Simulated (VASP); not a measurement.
Here is a VASP 6.6.1 calculation.

The input INCAR:

```
SYSTEM = InAs
PREC = Accurate ; ENCUT = 600
EDIFF = 1E-8 ; ISMEAR = -1
SIGMA = 0.05 ; LREAL = .False.
LASPH = .True. ; NELM = 80
ALGO = Normal ; ISIF = 3
LWAVE = .False. ; LCHARG = .False.
GGA = PE ; NBANDS = 16
IBRION = 6 ; NFREE = 2
POTIM = 0.015 ; NSW = 1
```

Contents of KPOINTS:

```
regular mesh
0
Gamma
  6 6 6
  0 0 0
```

POSCAR

```
InAs
1.0
    0.0000000000      2.8773040000      2.8773040000
    2.8773040000      0.0000000000      2.8773040000
    2.8773040000      2.8773040000      0.0000000000
In As
1 1
Direct
    0.5000000000      0.5000000000      0.5000000000
    0.0000000000      0.0000000000      0.0000000000
```

Potentials or basis: VASP PAW PBE potentials, release 64 (In_d, As).

Launch:

```bash
$ cat potpaw_PBE.64/In_d/POTCAR potpaw_PBE.64/As/POTCAR > POTCAR
$ mpirun -np 1 vasp_std > vasp.out
```

Question: Predict the elastic constants C11, C12, C44.

Answer: 129, 29, 2 GPa.

Question: What does it give for the Voigt bulk modulus?

Answer: 62 GPa.

Question: What does it give for the highest phonon frequency at Γ, LO-TO splitting left out?

Answer: 113 cm⁻¹.

Phonon frequencies in cm⁻¹ (negative: imaginary):
| q point | frequencies |
| --- | --- |
| (0.000, 0.000, 0.000) | 0 0 0 113 113 113 |
